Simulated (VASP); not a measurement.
Write the native input for VASP 6.6.1 that does the following.

```yaml
Task: single point
Functional: BLYP
Potentials_or_basis: VASP PAW PBE potentials, release 64 (Ni, Si)
Cutoff: 520 eV
k_mesh: 9 × 8 × 6
Occupations: fermi-dirac, width 0.05 eV
Spin: collinear spin, ferromagnetic start
Starting_moments: "[1.0, 1.0, 0.0, 0.0] μB"
Dipole_correction: no
Further_INCAR_settings: ALGO = Normal; EDIFF = 1e-07; NBANDS = 26
```

The structure of SiNi lies in POSCAR:

```
SiNi
1.0
    2.9427706600      0.0000000000      0.0000000000
    0.0000000000      3.2803255400      0.0000000000
    0.0000000000      0.0000000000      4.6774467600
Ni Si
2 2
Direct
    0.5000000000      0.5000000000      0.3424955900
    0.0000000000      0.0000000000      0.6575044100
    0.5000000000      0.5000000000      0.8431431600
    0.0000000000      0.0000000000      0.1568568400
```

One way to write it, as run:

INCAR

```
  PREC = Accurate
  ENCUT = 520
  EDIFF = 1E-7
  ISMEAR = -1
  SIGMA = 0.05
  LREAL = F
  LASPH = T
  NELM = 150
  ALGO = Normal
  ISIF = 2
  LWAVE = F
  LCHARG = T
  ISPIN = 2
  MAGMOM = 1 1 0 0
  LORBIT = 11
  LMAXMIX = 4
  GGA = B5
  ALDAX = 1.0
  AGGAX = 1.0
  AGGAC = 1.0
  ALDAC = 0.0
  LELF = T
  LVHAR = T
  NBANDS = 26
```

KPOINTS

```
regular mesh
0
Gamma
  9 8 6
```

Potentials or basis: VASP PAW PBE potentials, release 64 (Ni, Si).

The run is started by

```console
$ cat potpaw_PBE.64/Ni/POTCAR potpaw_PBE.64/Si/POTCAR > POTCAR
$ mpirun -np 1 vasp_std > vasp.out
```

Results of the run:

The pressure is 16.3 GPa, the largest force is 0.140 eV/Å and the band gap on the k mesh is zero (filled and empty bands overlap). The net moment is 0.00 μB per cell and the valence electrons inside the program's atomic spheres are Ni 9.63; Si 1.64.

Caveat: the PAW data sets were made with another functional, which shifts forces and pressure a little.

It took 6.8 min on 1 thread of Oxide Virtual Turin-like Processor (shared host), peak memory 0.25 GiB.
